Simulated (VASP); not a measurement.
A run of VASP 6.6.1 is set up as follows.

Contents of INCAR:

```
PREC = Accurate
ENCUT = 520
EDIFF = 1E-7
ISMEAR = 0
SIGMA = 0.1
LREAL = F
LASPH = T
NELM = 60
ALGO = Normal
ISIF = 2
LWAVE = F
LCHARG = F
GGA = PS
NBANDS = 28
```

Contents of KPOINTS:

```
Automatic mesh
0
Gamma
  4 4 4
```

File POSCAR:

```
SnSe
1.0
    2.1550000000     -5.8525000000      0.0000000000
    2.1550000000      5.8525000000      0.0000000000
    0.0000000000      0.0000000000      4.3180000000
Sn Se
2 2
Direct
    0.8800000000      0.1200000000      0.2500000000
    0.1200000000      0.8800000000      0.7500000000
    0.6440000000      0.3560000000      0.2500000000
    0.3560000000      0.6440000000      0.7500000000
```

Potentials or basis: VASP PAW PBE potentials, release 64 (Sn_d, Se).

Launch:

```sh
$ cat potpaw_PBE.64/Sn_d/POTCAR potpaw_PBE.64/Se/POTCAR > POTCAR
$ mpirun -np 1 vasp_std > vasp.out
```

Problem. Predict the pressure.

Solution. -3.4 GPa.

Problem. Predict the largest force.

Solution. 0.337 eV/Å.

Forces on the atoms (eV/Å):
```
Sn   0.000  0.337  0.000
Sn   0.000 -0.337  0.000
Se   0.000 -0.087  0.000
Se   0.000  0.087  0.000
```

Caveat: the PAW data sets were made with another functional, which shifts forces and pressure a little.
